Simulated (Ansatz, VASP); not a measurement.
One calculation of Ti, two programs

Contents of INCAR:

```
ALGO = Normal
EDIFF = 1E-6
ENCUT = 500
GGA = RE
GGA_COMPAT = False
ISIF = 2
ISMEAR = 0
LASPH = True
LCHARG = False
LDAU = True
LDAUJ = 0
LDAUL = 2
LDAUPRINT = 1
LDAUTYPE = 2
LDAUU = 2
LMAXMIX = 4
LREAL = False
LWAVE = False
NBANDS = 25
NELM = 200
PREC = Accurate
SIGMA = 0.1
```

KPOINTS

```
k-points
0
Gamma
  3 3 2
```

POSCAR

```
Ti
1.0
    4.5673748306      0.0000000000      0.0000000000
   -2.2836874153      3.9554626319      0.0000000000
    0.0000000000      0.0000000000      2.8262442700
Ti
3
Direct
    0.0000000000      0.0000000000      0.0000000000
    0.3333333333      0.6666666667      0.5000000000
    0.6666666667      0.3333333333      0.5000000000
```

Input for Ansatz:

```yaml
crystal:
  lattice:
    - [4.5673748306, 0.0, 0.0]
    - [-2.2836874153, 3.9554626319, 0.0]
    - [0.0, 0.0, 2.82624427]
  atoms:
    - { symbol: Ti, position: [0.0, 0.0, 0.0] }
    - { symbol: Ti, position: [0.3333333333, 0.6666666667, 0.5] }
    - { symbol: Ti, position: [0.6666666667, 0.3333333333, 0.5] }
basis:
  ecutwfc: 420
kpoints:
  mp_grid: { grid: [3, 3, 2] }
hamiltonian:
  xc: revpbe
  hubbard: { sites: [{ species: Ti, l: d, u_eff: 2.0 }] }
scf:
  occupations: { method: gaussian, width: 0.1 }
  mixing: { algorithm: msr1, ndim: 3 }
  initial_density: { chi_scale: 0, normalization: atom }
  max_iter: 86
output:
  forces: true
  stress: true
  eigenvalues: true
```

Alike in both runs: task single point; functional revPBE; k mesh 3 × 3 × 2; occupations gaussian, width 0.1 eV; no spin polarisation; Hubbard terms Ti d U = 2.0 eV.

|  | VASP | Ansatz |
| --- | --- | --- |
| version | VASP 6.6.1 | Ansatz 0.2.0 |
| potentials or method | VASP PAW PBE potentials, release 64 (Ti_sv), cutoff 500 eV | scalar-relativistic, plane waves, PAW |
| valence electrons in the cell | 36 | 36 |

Ansatz gave:

```
gap on the k mesh at the Fermi level (eV)                     : none
pressure (GPa)                                                : 1.0
traceless stress, the component that is largest in VASP (GPa) : -16.65
```

Task: What did VASP give for the same quantities?

Result: gap on the k mesh at the Fermi level (eV): none; pressure (GPa): 3.2; traceless stress, the component that is largest in VASP (GPa): -16.49.

VASP's potentials were made for PBE, not for revPBE. The programs project onto different local orbitals, so the same U acts differently, and such runs can settle in different states. A gap of «none» marks a metal or a gap that the smearing closes. Ansatz's warnings: filled band counts differ across k points.

The k mesh is coarse, so the values compare programs but aren't converged.
